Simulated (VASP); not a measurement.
Wanted: the native input for a VASP 6.6.1 run.

```yaml
Task: single point
Functional: PBEsol
Potentials_or_basis: VASP PAW PBE potentials, release 64 (K_sv)
Cutoff: 520 eV
k_mesh: 6 × 6 × 4
Occupations: gaussian, width 0.1 eV
Spin: no spin polarisation
Dipole_correction: no
Further_INCAR_settings: ALGO = Fast; EDIFF = 1e-06; NBANDS = 30
```

The structure of K lies in POSCAR:

```
K
1.0
    4.1780567877     -4.1718893134      0.0000000000
    4.1780567877      4.1718893134      0.0000000000
    0.0000000000      0.0000000000     10.9179708505
K
5
Direct
    0.5000000000      0.0000000000      0.3092481959
    0.0000000000      0.5000000000      0.6907518041
    0.0000000000      0.5000000000      0.3092481959
    0.5000000000      0.0000000000      0.6907518041
    0.0000000000      0.0000000000      0.0000000000
```

These files were run (other wordings do the same):

INCAR

```
SYSTEM = K
ALGO = Fast ; EDIFF = 1E-6
ENCUT = 520 ; GGA = PS
ISIF = 2 ; ISMEAR = 0
LASPH = .TRUE. ; LCHARG = .FALSE.
LREAL = .FALSE. ; LWAVE = .FALSE.
NBANDS = 30 ; NELM = 100
PREC = Accurate ; SIGMA = 0.1
```

KPOINTS

```
k-points
0
G
  6 6 4
  0 0 0
```

Potentials or basis: VASP PAW PBE potentials, release 64 (K_sv).

Command:

```sh
$ cat potpaw_PBE.64/K_sv/POTCAR > POTCAR
$ mpirun -np 1 vasp_std > vasp.out
```

Results of the run:

```json
{
  "Pressure": "0.2 GPa",
  "Band gap on the k mesh": "zero (an odd number of electrons rules out a gap without spin polarisation)"
}
```

Caveat: the PAW data sets were made with another functional, which shifts forces and pressure a little.

Wall time 4.7 min on 1 thread of Intel(R) Xeon(R) 6975P-C (Granite Rapids), on a shared host, peak memory 0.64 GiB.
